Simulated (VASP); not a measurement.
# Zn3F (Pm-3m) in VASP: notebook, part 2 of 2

VASP 6.6.1.

### 4 Single point, PBE

Input file INCAR:

```
ALGO = Fast ; EDIFF = 1E-6
ENCUT = 520 ; GGA = PE
ISIF = 2 ; ISMEAR = 0
LASPH = True ; LCHARG = True
LELF = True ; LREAL = False
LVHAR = True ; LWAVE = False
NBANDS = 30 ; NELM = 60
PREC = Accurate ; SIGMA = 0.1
```

Input file KPOINTS:

```
k-points
0
Gamma
  12 12 12
```

Input file POSCAR:

```
Zn3F
1.0
    3.9549222733      0.0000000000      0.0000000000
    0.0000000000      3.9549222733      0.0000000000
    0.0000000000      0.0000000000      3.9549222733
Zn F
3 1
Direct
    0.0000000000      0.5000000000      0.5000000000
    0.5000000000      0.0000000000      0.5000000000
    0.5000000000      0.5000000000      0.0000000000
    0.0000000000      0.0000000000      0.0000000000
```

The run is started by

```
$ cat potpaw_PBE.64/Zn/POTCAR potpaw_PBE.64/F/POTCAR > POTCAR
$ mpirun -np 1 vasp_std > vasp.out
```

It took 2.2 min on 1 thread of Oxide Virtual Turin-like, shared host; peak memory 0.21 GiB.

The run converged. Its results:

```yaml
Free_energy: -6.6437 eV
Pressure: 0.2 GPa
Band_gap_on_the_k_mesh: zero (an odd number of electrons rules out a gap without spin polarisation)
```

Levels at points of the mesh, in eV from the Fermi level:
```tsv
k point	band 18	band 19	band 20	band 21	band 22	band 23	band 24	band 25	band 26	band 27
(0.00, 0.00, 0.00)	-4.27	-4.27	-4.27	2.05	2.05	2.05	2.41	2.41	7.93	9.59
(0.50, 0.00, 0.00)	-4.18	-3.86	-3.86	-2.54	2.89	2.89	3.80	5.18	6.50	6.50
(0.50, 0.50, 0.00)	-5.07	-4.38	-3.67	-0.83	-0.83	0.25	5.60	5.99	5.99	6.23
(0.50, 0.50, 0.50)	-4.83	-4.83	-2.41	-0.93	-0.93	-0.93	2.20	2.20	2.20	9.74
```

Caveat: an odd number of electrons without spin polarisation forces a metal; a magnetic or distorted state may lie lower.

### 5 Relaxation of cell and atoms, PBE

Input file INCAR:

```
SYSTEM = Zn3F
  ALGO = Fast
  EDIFF = 1E-6
  EDIFFG = -0.01
  ENCUT = 600
  GGA = PE
  IBRION = 2
  ISIF = 3
  ISMEAR = 0
  LASPH = .TRUE.
  LCHARG = .FALSE.
  LREAL = .FALSE.
  LWAVE = .FALSE.
  NELM = 80
  NSW = 100
  PREC = Accurate
  SIGMA = 0.1
```

Input file KPOINTS:

```
k-points
0
G
  12 12 12
  0 0 0
```

Input file POSCAR:

```
Zn3F
1.0
    3.9522930153      0.0000000000      0.0000000000
    0.0000000000      3.9522930153      0.0000000000
    0.0000000000      0.0000000000      3.9522930153
Zn F
3 1
Direct
    0.0000000000      0.5000000000      0.5000000000
    0.5000000000      0.0000000000      0.5000000000
    0.5000000000      0.5000000000      0.0000000000
    0.0000000000      0.0000000000      0.0000000000
```

Potentials or basis: VASP PAW PBE potentials, release 64 (Zn, F).

The run is started by

```
$ cat potpaw_PBE.64/Zn/POTCAR potpaw_PBE.64/F/POTCAR > POTCAR
$ mpirun -np 1 vasp_std > vasp.out
```

OUTCAR:

```text
SYSTEM = Zn3F
   EDIFF = 1E-6
   EDIFFG = -0.01
   ENCUT = 600
   GGA = PE
   IBRION = 2
   ISIF = 3
   ISMEAR = 0
   LASPH = .TRUE.
   LREAL = .FALSE.
   NELM = 80
   NSW = 100
   PREC = Accurate

 ion  position               nearest neighbor table
   1  0.000  0.500  0.500-   2 2.79   3 2.79   3 2.79   2 2.79   2 2.79   3 2.79   3 2.79   2 2.79

   2  0.500  0.000  0.500-   1 2.79   3 2.79   3 2.79   1 2.79   3 2.79   3 2.79   1 2.79   1 2.79

   3  0.500  0.500  0.000-   1 2.79   2 2.79   1 2.79   2 2.79   2 2.79   2 2.79   1 2.79   1 2.79

   4  0.000  0.000  0.000-

  LATTYP: Found a simple cubic cell.
 ALAT       =     3.9522930153

  Lattice vectors:

 A1 = (   3.9522930153,   0.0000000000,   0.0000000000)
 A2 = (   0.0000000000,   3.9522930153,   0.0000000000)
 A3 = (   0.0000000000,   0.0000000000,   3.9522930153)

Analysis of symmetry for initial positions (statically):
=====================================================================
 Subroutine PRICEL returns:
 Original cell was already a primitive cell.

 Routine SETGRP: Setting up the symmetry group for a
 simple cubic supercell.

 Subroutine GETGRP returns: Found 48 space group operations
 (whereof 48 operations were pure point group operations)
 out of a pool of 48 trial point group operations.

The static configuration has the point symmetry O_h .

Analysis of symmetry for dynamics (positions and initial velocities):
=====================================================================
 Subroutine PRICEL returns:
 Original cell was already a primitive cell.

 Routine SETGRP: Setting up the symmetry group for a
 simple cubic supercell.

 Subroutine GETGRP returns: Found 48 space group operations
 (whereof 48 operations were pure point group operations)
 out of a pool of 48 trial point group operations.

The dynamic configuration has the point symmetry O_h .

 Subroutine INISYM returns: Found 48 space group operations
 (whereof 48 operations are pure point group operations),
 and found     1 'primitive' translations

----------------------------------------------------------------------------------------

                                     Primitive cell

  volume of cell :      61.7373

  direct lattice vectors                    reciprocal lattice vectors
     3.952293015  0.000000000  0.000000000     0.253017678  0.000000000  0.000000000
     0.000000000  3.952293015  0.000000000     0.000000000  0.253017678  0.000000000
     0.000000000  0.000000000  3.952293015     0.000000000  0.000000000  0.253017678

  length of vectors
[... 114 lines left out ...]
   IVDW    =     0    specifies the selected vdW correction
   LEPSILON=     F    determine dielectric tensor
   LRPA    =     F    only Hartree local field effects (RPA)
 conjugate gradient relaxation of ions
 non-spin polarized calculation
 RMM-DIIS sequential band-by-band and
 Gauss-broadening in eV      SIGMA  =   0.10
  energy-cutoff  :      600.00
  volume of cell :       61.74
 maximum number of plane-waves:      2103
 NGX is ok and might be reduce to    32
   NGX = 15   NGY = 15   NGZ = 15

--------------------------------------- Ionic step        1  -------------------------------------------

 number of electron      42.9999998 magnetization

 Free energy of the ion-electron system (eV)
  ---------------------------------------------------
  ext. energy  EPLUGINS =         0.00000000
  ---------------------------------------------------
  free energy    TOTEN  =        -6.64453431 eV

  energy without entropy =       -6.63731223  energy(sigma->0) =       -6.64092327

------------------------ aborting loop because EDIFF is reached ----------------------------------------

  FORCE on cell =-STRESS in cart. coord.  units (eV):
  Direction    XX          YY          ZZ          XY          YZ          ZX
  --------------------------------------------------------------------------------------
  -------------------------------------------------------------------------------------
  Total        0.0563585      0.0563585      0.0563585      0.0000000      0.0000000     -0.0000000
  in kB        1.4625913      1.4625913      1.4625913      0.0000000      0.0000000     -0.0000000
  external PRESSURE =       1.4625913 kB  Pullay stress =       0.0000000 kB

 VOLUME and BASIS-vectors are now :
 -----------------------------------------------------------------------------
  energy-cutoff  :      600.00
  volume of cell :       61.74
      direct lattice vectors                 reciprocal lattice vectors
     3.952293015  0.000000000  0.000000000     0.253017678  0.000000000  0.000000000
     0.000000000  3.952293015  0.000000000     0.000000000  0.253017678  0.000000000
     0.000000000  0.000000000  3.952293015     0.000000000  0.000000000  0.253017678

 POSITION                                       TOTAL-FORCE (eV/Angst)
 -----------------------------------------------------------------------------------
      0.00000      1.97615      1.97615         0.000000      0.000000      0.000000
      1.97615      0.00000      1.97615         0.000000      0.000000      0.000000
      1.97615      1.97615      0.00000         0.000000      0.000000      0.000000
      0.00000      0.00000      0.00000         0.000000      0.000000      0.000000
 -----------------------------------------------------------------------------------
    total drift:                                0.000000     -0.000000     -0.000000

  FREE ENERGIE OF THE ION-ELECTRON SYSTEM (eV)
  ---------------------------------------------------
  free  energy   TOTEN  =        -6.6445343112 eV

  energy  without entropy=       -6.6373122333  energy(sigma->0) =       -6.64092327

--------------------------------------- Ionic step        2  -------------------------------------------

 number of electron      43.0000003 magnetization

 Free energy of the ion-electron system (eV)
  ---------------------------------------------------
  ext. energy  EPLUGINS =         0.00000000
  ---------------------------------------------------
  free energy    TOTEN  =        -6.64457976 eV

  energy without entropy =       -6.63735994  energy(sigma->0) =       -6.64096985

 E-fermi :   1.7543     XC(G=0): -10.6986

 val. band max:        1.7533578863   @ k =   0.1667   0.0833   0.0000
 cond. band min:       1.7725581865   @ k =   0.4167   0.2500   0.0833
 fundamental gap:      0.0192003002
 Fermi energy:         1.7543328481

 k-point     1 :       0.0000    0.0000    0.0000
  band No.  band energies     occupation
      1     -20.6399      2.00000
      2      -6.5681      2.00000
      3      -5.7334      2.00000
      4      -5.7334      2.00000
      5      -5.7334      2.00000
      6      -5.5601      2.00000
[... 661 lines left out ...]
     24       5.7873      0.00000
     25       7.4846      0.00000

 [... further k-points ...]

------------------------ aborting loop because EDIFF is reached ----------------------------------------

  FORCE on cell =-STRESS in cart. coord.  units (eV):
  Direction    XX          YY          ZZ          XY          YZ          ZX
  --------------------------------------------------------------------------------------
  -------------------------------------------------------------------------------------
  Total        0.0263907      0.0263907      0.0263907     -0.0000000     -0.0000000     -0.0000000
  in kB        0.6834849      0.6834849      0.6834849     -0.0000000     -0.0000000     -0.0000000
  external PRESSURE =       0.6834849 kB  Pullay stress =       0.0000000 kB

 VOLUME and BASIS-vectors are now :
 -----------------------------------------------------------------------------
  energy-cutoff  :      600.00
  volume of cell :       61.86
      direct lattice vectors                 reciprocal lattice vectors
     3.954979474  0.000000000 -0.000000000     0.252845813 -0.000000000  0.000000000
     0.000000000  3.954979474  0.000000000    -0.000000000  0.252845813 -0.000000000
    -0.000000000  0.000000000  3.954979474     0.000000000 -0.000000000  0.252845813

 POSITION                                       TOTAL-FORCE (eV/Angst)
 -----------------------------------------------------------------------------------
      0.00000      1.97749      1.97749        -0.000000      0.000000      0.000000
      1.97749      0.00000      1.97749         0.000000      0.000000      0.000000
      1.97749      1.97749      0.00000         0.000000      0.000000      0.000000
      0.00000      0.00000      0.00000         0.000000      0.000000      0.000000
 -----------------------------------------------------------------------------------
    total drift:                                0.000000     -0.000000     -0.000000

  FREE ENERGIE OF THE ION-ELECTRON SYSTEM (eV)
  ---------------------------------------------------
  free  energy   TOTEN  =        -6.6445797565 eV

  energy  without entropy=       -6.6373599428  energy(sigma->0) =       -6.64096985

 reached required accuracy - stopping structural energy minimisation
```

Wall time 2.9 min (1 thread of Oxide Virtual Turin-like, shared host); peak memory 0.24 GiB.

What came out:

| Property | Result |
| --- | --- |
| Free energy | -6.6446 eV |
| Relaxed volume | 15.47 Å³/atom |
| Relaxed cell | a = 3.955 Å, b = 3.955 Å, c = 3.955 Å, α = 90.00°, β = 90.00°, γ = 90.00° |
| Space group after relaxing (to 0.1 Å) | Pm-3m (No. 221) |
| Energy gained by relaxing | 0.0 meV/atom |
| Ionic steps | 2 |
| Pressure after relaxing | 0.1 GPa |
| Band gap on the k mesh | zero (an odd number of electrons rules out a gap without spin polarisation) |

Final structure:
```
Zn F
1.0
     3.95498    0.00000    0.00000
     0.00000    3.95498    0.00000
     0.00000    0.00000    3.95498
Zn F
3 1
Direct
  0.00000 0.50000 0.50000
  0.50000 0.00000 0.50000
  0.50000 0.50000 0.00000
  0.00000 0.00000 0.00000
```

Caveat: an odd number of electrons without spin polarisation forces a metal; a magnetic or distorted state may lie lower.

### 6 Summary

| task | cell | k mesh | cutoff (eV) | gap on the mesh (eV) | pressure (GPa) | relaxed volume (Å³/atom) |
| --- | --- | --- | --- | --- | --- | --- |
| single point | a = 3.952 Å, 4 atoms | 6 × 6 × 6 | 520 | none | 0.1 | - |
| relaxation of cell and atoms | relaxed from a = 3.582 Å, 4 atoms | 6 × 6 × 6 | 600 | none | 0.1 | 15.43 |
| single point | a = 3.955 Å, 4 atoms | 12 × 12 × 12 | 520 | none | 0.2 | - |
| relaxation of cell and atoms | relaxed from a = 3.952 Å, 4 atoms | 12 × 12 × 12 | 600 | none | 0.1 | 15.47 |

Alike in all rows: level PBE; potentials or basis VASP PAW PBE potentials, release 64 (Zn, F); no spin polarisation; smearing gaussian 0.1 eV.

Caveats: an odd number of electrons without spin polarisation forces a metal; a magnetic or distorted state may lie lower; the volume moved by over 15 % at a fixed basis, so the end points are rough (at least some runs).

Absolute energies hang on the potentials; compare differences alone.
